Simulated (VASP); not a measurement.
# CuF (P6_3mc) in VASP: further runs, part 2 of 2

VASP 6.6.1. The steps go on from the part before.

## Step 3: Single point, PBE (volume changed by -3%)

Contents of INCAR:

```
  ALGO = Normal
  EDIFF = 1E-6
  ENCUT = 520
  GGA = PE
  ISIF = 2
  ISMEAR = -1
  LASPH = True
  LCHARG = False
  LREAL = False
  LWAVE = False
  NBANDS = 26
  NELM = 80
  PREC = Accurate
  SIGMA = 0.02
```

Contents of KPOINTS:

```
k-points
0
Gamma
  9 9 4
```

Contents of POSCAR:

```
CuF
1.0
    2.8355589042      0.0000000000      0.0000000000
   -1.4177794521      2.4556660450      0.0000000000
    0.0000000000      0.0000000000      6.7389763891
Cu F
2 2
Direct
    0.3333333333      0.6666666667      0.0460751685
    0.6666666667      0.3333333333      0.5460751685
    0.3333333333      0.6666666667      0.3289248315
    0.6666666667      0.3333333333      0.8289248315
```

Potentials or basis: VASP PAW PBE potentials, release 64 (Cu, F).

Command:

```console
cat potpaw_PBE.64/Cu/POTCAR potpaw_PBE.64/F/POTCAR > POTCAR
mpirun -np 1 vasp_std > vasp.out
```

OUTCAR:

```text
EDIFF = 1E-6
   ENCUT = 520
   GGA = PE
   ISIF = 2
   ISMEAR = -1
   LASPH = True
   LREAL = False
   NELM = 80
   PREC = Accurate

 ion  position               nearest neighbor table
   1  0.333  0.667  0.046-   3 1.91   4 2.20   4 2.20   4 2.20
   2  0.667  0.333  0.546-   4 1.91   3 2.20   3 2.20   3 2.20
   3  0.333  0.667  0.329-   1 1.91   2 2.20   2 2.20   2 2.20
   4  0.667  0.333  0.829-   2 1.91   1 2.20   1 2.20   1 2.20

  LATTYP: Found a hexagonal cell.
 ALAT       =     2.8355589042
 C/A-ratio  =     2.3765954497

  Lattice vectors:

 A1 = (   2.8355589042,   0.0000000000,   0.0000000000)
 A2 = (  -1.4177794521,   2.4556660450,   0.0000000000)
 A3 = (   0.0000000000,   0.0000000000,   6.7389763891)

Analysis of symmetry for initial positions (statically):
=====================================================================
 Subroutine PRICEL returns:
 Original cell was already a primitive cell.

 Routine SETGRP: Setting up the symmetry group for a
 hexagonal supercell.

 Subroutine GETGRP returns: Found 12 space group operations
 (whereof  6 operations were pure point group operations)
 out of a pool of 24 trial point group operations.

The static configuration has the point symmetry C_3v.
 The point group associated with its full space group is C_6v.

Analysis of symmetry for dynamics (positions and initial velocities):
=====================================================================
 Subroutine PRICEL returns:
 Original cell was already a primitive cell.

 Routine SETGRP: Setting up the symmetry group for a
 hexagonal supercell.

 Subroutine GETGRP returns: Found 12 space group operations
 (whereof  6 operations were pure point group operations)
 out of a pool of 24 trial point group operations.

The dynamic configuration has the point symmetry C_3v.
 The point group associated with its full space group is C_6v.

 Subroutine INISYM returns: Found 12 space group operations
 (whereof  6 operations are pure point group operations),
 and found     1 'primitive' translations

----------------------------------------------------------------------------------------

                                     Primitive cell

  volume of cell :      46.9247

  direct lattice vectors                    reciprocal lattice vectors
     2.835558904  0.000000000  0.000000000     0.352664160  0.203610748  0.000000000
    -1.417779452  2.455666045  0.000000000     0.000000000  0.407221496  0.000000000
     0.000000000  0.000000000  6.738976389     0.000000000  0.000000000  0.148390489

  length of vectors
     2.835558904  2.835558904  6.738976389     0.407221496  0.407221496  0.148390489

  position of ions in fractional coordinates (direct lattice)
     0.333333333  0.666666667  0.046075169
     0.666666667  0.333333333  0.546075169
     0.333333333  0.666666667  0.328924831
     0.666666667  0.333333333  0.828924831

  ion indices of the primitive-cell ions
   primitive index   ion index
                 1           1
                 2           2
                 3           3
                 4           4

----------------------------------------------------------------------------------------

 KPOINTS: k-points

Automatic generation of k-mesh.
 Grid dimensions read from file:
 generate k-points for:    9    9    4

 Generating k-lattice:

  Cartesian coordinates                     Fractional coordinates (reciprocal lattice)
     0.039184907  0.022623416  0.000000000     0.111111111 -0.000000000  0.000000000
     0.000000000  0.045246833  0.000000000     0.000000000  0.111111111  0.000000000
     0.000000000  0.000000000  0.037097622     0.000000000  0.000000000  0.250000000

  Length of vectors
     0.045246833  0.045246833  0.037097622

  Shift w.r.t. Gamma in fractional coordinates (k-lattice)
     0.000000000  0.000000000  0.000000000

 Subroutine IBZKPT returns following result:
 ===========================================

 Found     36 irreducible k-points:

 Following reciprocal coordinates:
            Coordinates               Weight
  0.000000  0.000000  0.000000      1.000000
  0.111111 -0.000000  0.000000      6.000000
  0.222222  0.000000  0.000000      6.000000
  0.333333  0.000000  0.000000      6.000000
  0.444444  0.000000  0.000000      6.000000
  0.111111  0.111111  0.000000      6.000000
[... 16 lines left out ...]
  0.333333  0.222222  0.250000     24.000000
  0.333333  0.333333  0.250000      4.000000
 [... further k-points ...]
   k-points           NKPTS =     36   k-points in BZ     NKDIM =     36   number of bands    NBANDS=     26
   number of dos      NEDOS =    301   number of ions     NIONS =      4
   total plane-waves  NPLWV =  28800
   dimension x,y,z NGX =    24 NGY =   24 NGZ =   50
   dimension x,y,z NGXF=    48 NGYF=   48 NGZF=  100
   ions per type =               2   2
   NGX,Y,Z   is equivalent  to a cutoff of  14.07, 14.07, 12.33 a.u.
   NGXF,Y,Z  is equivalent  to a cutoff of  28.14, 28.14, 24.67 a.u.
 SYSTEM =  unknown system
   PREC   = accura    normal or accurate (medium, high low for compatibility)
   ISTART =      0    job   : 0-new  1-cont  2-samecut
   ICHARG =      2    charge: 1-file 2-atom 10-const
   ISPIN  =      1    spin polarized calculation?
   LNONCOLLINEAR =      F non collinear calculations
   LSORBIT =      F    spin-orbit coupling
   LASPH  =      T    aspherical Exc in radial PAW
   ENCUT  =  520.0 eV  38.22 Ry    6.18 a.u.   5.27  5.27 12.53*2*pi/ulx,y,z
   NELM   =     80;   NELMIN=  2; NELMDL= -5     # of ELM steps
   EDIFF  = 0.1E-05   stopping-criterion for ELM
   LREAL  =      F    real-space projection
   EDIFFG = 0.1E-04   stopping-criterion for IOM
   NSW    =      0    number of steps for IOM
   IBRION =     -1    ionic relax: 0-MD 1-quasi-New 2-CG
   NFREE  =      0    steps in history (QN), initial steepest desc. (CG)
   ISIF   =      2    stress and relaxation
   ISYM   =      2    0-nonsym 1-usesym 2-fastsym
   POTIM  = 0.5000    time-step for ionic-motion
   TEBEG  =    0.0;   TEEND  =   0.0 temperature during run
   PSTRESS=    0.0 pullay stress
   NELECT =      36.0000    total number of electrons
   NUPDOWN=      -1.0000    fix difference up-down
   EMIN   =  10.00;   EMAX   =-10.00  energy-range for DOS
   EFERMI =   0.00;   METHOD = LEGACY
   ISMEAR =    -1;   SIGMA  =   0.02  broadening in eV -4-tet -1-fermi 0-gaus
   EFERMI_NEDOS =   21; number of points for ismear=-14 and -15
   IALGO  =     38    algorithm
   IMIX   =      4    mixing-type and parameters
     AMIX     =   0.40;   BMIX     =  1.00
     AMIX_MAG =   1.60;   BMIX_MAG =  1.00
  volume/ion in A,a.u.               =      11.73        79.17
  Fermi-wavevector in a.u.,A,eV,Ry     =   1.498678  2.832091 30.559176  2.246036
  Thomas-Fermi vector in A             =   2.610406
   LORBIT       =      0    0 simple, 1 ext, 2 COOP (PROOUT), +10 PAW based schemes
   GGA     = PE    functional components
   LHFCALC =     F    Hartree Fock is set to
   AEXX    =    0.0000 exact exchange contribution
   IVDW    =     0    specifies the selected vdW correction
   LEPSILON=     F    determine dielectric tensor
   LRPA    =     F    only Hartree local field effects (RPA)
 non-spin polarized calculation
  energy-cutoff  :      520.00
  volume of cell :       46.92
 maximum number of plane-waves:      1277
 NGX is ok and might be reduce to    24
   NGX = 11   NGY = 11   NGZ = 25

 number of electron      35.9999993 magnetization

 Free energy of the ion-electron system (eV)
  ---------------------------------------------------
  ext. energy  EPLUGINS =         0.00000000
  ---------------------------------------------------
  free energy    TOTEN  =       -14.70373941 eV

  energy without entropy =      -14.70358998  energy(sigma->0) =      -14.70366470

 E-fermi :   3.7087     XC(G=0): -10.9666

 val. band max:        3.6034709413   @ k =   0.3333   0.1111   0.0000
 cond. band min:       3.7481074080   @ k =   0.0000   0.0000   0.0000
 fundamental gap:      0.1446364667
 Fermi energy:         3.7087366598

 k-point     1 :       0.0000    0.0000    0.0000
  band No.  band energies     occupation
      1     -20.3824      2.00000
      2     -20.2481      2.00000
      3      -4.2640      2.00000
      4      -2.8779      2.00000
      5      -0.6650      2.00000
      6      -0.6650      2.00000
[... 685 lines left out ...]
     25      17.5501      0.00000
     26      18.2443      0.00000

 [... further k-points ...]

------------------------ aborting loop because EDIFF is reached ----------------------------------------

  FORCE on cell =-STRESS in cart. coord.  units (eV):
  Direction    XX          YY          ZZ          XY          YZ          ZX
  --------------------------------------------------------------------------------------
  -------------------------------------------------------------------------------------
  Total        0.5016386      0.5016386      1.6712123     -0.0000000      0.0000000      0.0000000
  in kB       17.1277233     17.1277233     57.0611209     -0.0000000      0.0000000      0.0000000
  external PRESSURE =      30.4388558 kB  Pullay stress =       0.0000000 kB

 VOLUME and BASIS-vectors are now :
 -----------------------------------------------------------------------------
  energy-cutoff  :      520.00
  volume of cell :       46.92
      direct lattice vectors                 reciprocal lattice vectors
     2.835558904  0.000000000  0.000000000     0.352664160  0.203610748  0.000000000
    -1.417779452  2.455666045  0.000000000     0.000000000  0.407221496  0.000000000
     0.000000000  0.000000000  6.738976389     0.000000000  0.000000000  0.148390489

 POSITION                                       TOTAL-FORCE (eV/Angst)
 -----------------------------------------------------------------------------------
     -0.00000      1.63711      0.31050         0.000000      0.000000     -0.107861
      1.41778      0.81856      3.67999        -0.000000     -0.000000     -0.107861
     -0.00000      1.63711      2.21662        -0.000000     -0.000000      0.107861
      1.41778      0.81856      5.58610         0.000000      0.000000      0.107861
 -----------------------------------------------------------------------------------
    total drift:                                0.000000      0.000001     -0.000434

  FREE ENERGIE OF THE ION-ELECTRON SYSTEM (eV)
  ---------------------------------------------------
  free  energy   TOTEN  =       -14.7037394126 eV

  energy  without entropy=      -14.7035899832  energy(sigma->0) =      -14.70366470
```

OSZICAR:

```text
N       E                     dE             d eps       ncg     rms          rms(c)
DAV:   1     0.360704098698E+03    0.36070E+03   -0.17656E+04  1944   0.214E+03
DAV:   2     0.278699039928E+02   -0.33283E+03   -0.31039E+03  1908   0.418E+02
DAV:   3    -0.154683645505E+02   -0.43338E+02   -0.41944E+02  2124   0.173E+02
DAV:   4    -0.168583182902E+02   -0.13900E+01   -0.13843E+01  2416   0.327E+01
DAV:   5    -0.168868268744E+02   -0.28509E-01   -0.28494E-01  2488   0.403E+00    0.102E+01
DAV:   6    -0.156459763095E+02    0.12409E+01   -0.13124E+01  2600   0.748E+01    0.731E+00
DAV:   7    -0.147207279511E+02    0.92525E+00   -0.36008E+00  2540   0.525E+01    0.189E+00
DAV:   8    -0.147153860499E+02    0.53419E-02   -0.24238E-01  2080   0.359E+00    0.907E-01
DAV:   9    -0.147041107261E+02    0.11275E-01   -0.26416E-02  2436   0.245E+00    0.226E-01
DAV:  10    -0.147037887935E+02    0.32193E-03   -0.68236E-03  2936   0.118E+00    0.113E-01
DAV:  11    -0.147037509405E+02    0.37853E-04   -0.65131E-04  2710   0.535E-01    0.425E-02
DAV:  12    -0.147037387713E+02    0.12169E-04   -0.14829E-04  2638   0.126E-01    0.583E-03
DAV:  13    -0.147037394126E+02   -0.64128E-06   -0.95606E-06  2122   0.279E-02
   1 F= -.14703739E+02 E0= -.14703665E+02  d E =-.149429E-03
```

Run time: 21 s. Hardware: 1 thread of Intel Xeon 6975P-C (Granite Rapids), shared host; peak memory 0.18 GiB.

Results:

```yaml
Free_energy: -14.7037 eV
Pressure: 3.0 GPa
Largest_force: 0.108 eV/Å
Band_gap_on_the_k_mesh: 0.14 eV, indirect (least direct gap 0.45 eV)
```

Forces in eV/Å, atoms in the order of the input:
```
Cu   0.000  0.000 -0.108
Cu   0.000  0.000 -0.108
F    0.000  0.000  0.108
F    0.000  0.000  0.108
```

Stress tensor (GPa, compression positive):
```
1.71 0.00 0.00
0.00 1.71 0.00
0.00 0.00 5.71
```

Caveat: the cell differs from its parent crystal (volume changed by -3%). A k mesh can miss the band edges.

## Step 4: Single point, PBE

This run uses another cell than the first one, of 12.09 Å³/atom, 1.064 times its volume.

Contents of INCAR:

```
SYSTEM = CuF
  PREC = Accurate
  ENCUT = 520
  EDIFF = 1E-7
  ISMEAR = -1
  SIGMA = 0.02
  LREAL = .False.
  LASPH = .True.
  NELM = 80
  ALGO = Normal
  ISIF = 2
  LWAVE = .False.
  LCHARG = .False.
  GGA = PE
  NBANDS = 26
```

Contents of KPOINTS:

```
Automatic mesh
0
Gamma
  9 9 4
  0 0 0
```

Contents of POSCAR:

```
CuF
1.0
    2.8644951773      0.0000000000      0.0000000000
   -1.4322475886      2.4807255925      0.0000000000
    0.0000000000      0.0000000000      6.8077462040
Cu F
2 2
Direct
    0.3333333333      0.6666666667      0.0460751685
    0.6666666667      0.3333333333      0.5460751685
    0.3333333333      0.6666666667      0.3289248315
    0.6666666667      0.3333333333      0.8289248315
```

Command:

```console
cat potpaw_PBE.64/Cu/POTCAR potpaw_PBE.64/F/POTCAR > POTCAR
mpirun -np 1 vasp_std > vasp.out
```

Run time: 29 s. Hardware: 1 thread of Intel Xeon 6975P-C (Granite Rapids), shared host; peak memory 0.19 GiB.

Results (log left out):

```
Free energy            : -14.7205 eV
Pressure               : 0.2 GPa
Largest force          : 0.060 eV/Å
Band gap on the k mesh : 0.12 eV, indirect (least direct gap 0.42 eV)
```

Forces on the atoms (eV/Å):
```
Cu   0.000  0.000 -0.060
Cu   0.000  0.000 -0.060
F    0.000  0.000  0.060
F    0.000  0.000  0.060
```

Stress tensor (GPa, compression positive):
```
-0.04  0.00  0.00
 0.00 -0.04  0.00
 0.00  0.00  0.66
```

Levels at points of the mesh, in eV from the valence-band top:
| k point | band 16 | band 17 | band 18 | band 19 | band 20 | band 21 |
| --- | --- | --- | --- | --- | --- | --- |
| (0.00, 0.00, 0.00) | -0.79 | -0.29 | -0.29 | 0.12 | 3.14 | 5.70 |
| (0.00, 0.00, 0.50) | -0.52 | -0.52 | -0.52 | 1.15 | 1.15 | 8.34 |

A k mesh can miss the band edges.

## Step 5: Single point, PBE (volume changed by +3%)

Contents of INCAR:

```
SYSTEM = CuF
PREC = Accurate ; ENCUT = 520
EDIFF = 1E-6 ; ISMEAR = -1
SIGMA = 0.02 ; LREAL = .FALSE.
LASPH = .TRUE. ; NELM = 60
ALGO = Normal ; ISIF = 2
LWAVE = .FALSE. ; LCHARG = .TRUE.
GGA = PE ; LELF = .TRUE.
LVHAR = .TRUE. ; NBANDS = 26
```

Contents of KPOINTS:

```
regular mesh
0
G
  9 9 4
  0 0 0
```

Contents of POSCAR:

```
CuF
1.0
    2.8928583603      0.0000000000      0.0000000000
   -1.4464291801      2.5052888295      0.0000000000
    0.0000000000      0.0000000000      6.8751540157
Cu F
2 2
Direct
    0.3333333333      0.6666666667      0.0460751685
    0.6666666667      0.3333333333      0.5460751685
    0.3333333333      0.6666666667      0.3289248315
    0.6666666667      0.3333333333      0.8289248315
```

Command:

```console
cat potpaw_PBE.64/Cu/POTCAR potpaw_PBE.64/F/POTCAR > POTCAR
mpirun -np 1 vasp_std > vasp.out
```

Run time: 32 s. Hardware: 1 thread of Intel Xeon 6975P-C (Granite Rapids), shared host; peak memory 0.19 GiB.

It converged, with:

* Free energy: -14.7127 eV
* Pressure: -2.3 GPa
* Largest force: 0.019 eV/Å
* Band gap on the k mesh: 0.11 eV, indirect (least direct gap 0.39 eV)

Forces on the atoms (eV/Å):
```
Cu   0.000  0.000 -0.019
Cu   0.000  0.000 -0.019
F    0.000  0.000  0.019
F    0.000  0.000  0.019
```

Stress tensor (GPa, compression positive):
```
-1.57  0.00  0.00
 0.00 -1.57  0.00
 0.00  0.00 -3.65
```

Levels at points of the mesh, in eV from the valence-band top:
```tsv
k point	band 16	band 17	band 18	band 19	band 20	band 21
(0.00, 0.00, 0.00)	-0.75	-0.28	-0.28	0.11	3.05	5.64
(0.00, 0.00, 0.50)	-0.49	-0.49	-0.49	1.11	1.11	8.23
```

Caveat: the cell differs from its parent crystal (volume changed by +3%).

## Step 6: Single point, PBE (volume changed by +6%)

Contents of INCAR:

```
SYSTEM = CuF
PREC     = Accurate       ! precision mode
ENCUT    = 520            ! plane-wave cutoff, eV
EDIFF    = 1E-6           ! SCF threshold, eV
ISMEAR   = -1             ! smearing method
SIGMA    = 0.02           ! smearing width, eV
LREAL    = .False.        ! projectors in reciprocal space
LASPH    = .True.         ! aspherical terms in the spheres
NELM     = 60             ! most SCF steps
ALGO     = Normal         ! electronic algorithm
ISIF     = 2              ! what is computed and relaxed
LWAVE    = .False.        ! write WAVECAR
LCHARG   = .False.        ! write CHGCAR
GGA      = PE             ! functional
NBANDS   = 26             ! bands
```

Contents of KPOINTS:

```
Automatic mesh
0
Gamma
  9 9 4
  0 0 0
```

Contents of POSCAR:

```
CuF
1.0
    2.9206760125      0.0000000000      0.0000000000
   -1.4603380063      2.5293796231      0.0000000000
    0.0000000000      0.0000000000      6.9412653214
Cu F
2 2
Direct
    0.3333333333      0.6666666667      0.0460751685
    0.6666666667      0.3333333333      0.5460751685
    0.3333333333      0.6666666667      0.3289248315
    0.6666666667      0.3333333333      0.8289248315
```

Potentials or basis: VASP PAW PBE potentials, release 64 (Cu, F).

Command:

```console
cat potpaw_PBE.64/Cu/POTCAR potpaw_PBE.64/F/POTCAR > POTCAR
mpirun -np 1 vasp_std > vasp.out
```

It took 23 s on 1 thread of Intel Xeon 6975P-C (Granite Rapids), shared host; peak memory 0.2 GiB.

Results (log left out):

| Property | Result |
| --- | --- |
| Free energy | -14.6844 eV |
| Pressure | -4.3 GPa |
| Largest force | 0.017 eV/Å |
| Band gap on the k mesh | 0.09 eV, indirect (least direct gap 0.36 eV) |

Forces in eV/Å, atoms in the order of the input:
```
Cu   0.000  0.000  0.017
Cu   0.000  0.000  0.017
F    0.000  0.000 -0.017
F    0.000  0.000 -0.017
```

Stress tensor (GPa, compression positive):
```
-2.81  0.00  0.00
 0.00 -2.81  0.00
 0.00  0.00 -7.30
```

Levels at points of the mesh, in eV from the valence-band top:
```
           k point  band 14  band 15  band 16  band 17  band 18  band 19  band 20  band 21  band 22  band 23
(0.00, 0.00, 0.00)    -0.98    -0.71    -0.71    -0.26    -0.26     0.09     2.97     5.59    11.18    13.44
(0.00, 0.00, 0.50)    -1.04    -0.47    -0.47    -0.47    -0.47     1.08     1.08     8.13     8.13    17.33
```

Caveat: the cell differs from its parent crystal (volume changed by +6%). A k mesh can miss the band edges.

## Step 7: The runs side by side

| cell | gap on the mesh (eV) | pressure (GPa) | largest force (eV/Å) |
| --- | --- | --- | --- |
| a = 2.806, b = 2.806, c = 6.669 Å, angles 90.0, 90.0, 120.0°, 4 atoms | 0.17 | 6.6 | 0.16 |
| a = 2.836, b = 2.836, c = 6.739 Å, angles 90.0, 90.0, 120.0°, 4 atoms | 0.14 | 3.0 | 0.11 |
| a = 2.864, b = 2.864, c = 6.808 Å, angles 90.0, 90.0, 120.0°, 4 atoms | 0.12 | 0.2 | 0.06 |
| a = 2.893, b = 2.893, c = 6.875 Å, angles 90.0, 90.0, 120.0°, 4 atoms | 0.11 | -2.3 | 0.02 |
| a = 2.921, b = 2.921, c = 6.941 Å, angles 90.0, 90.0, 120.0°, 4 atoms | 0.09 | -4.3 | 0.02 |

Alike in all rows: task single point; level PBE; potentials or basis VASP PAW PBE potentials, release 64 (Cu, F); no spin polarisation; k mesh 9 × 9 × 4; cutoff (eV) 520; smearing fermi-dirac 0.02 eV.

Absolute energies hang on the potentials; compare differences alone.
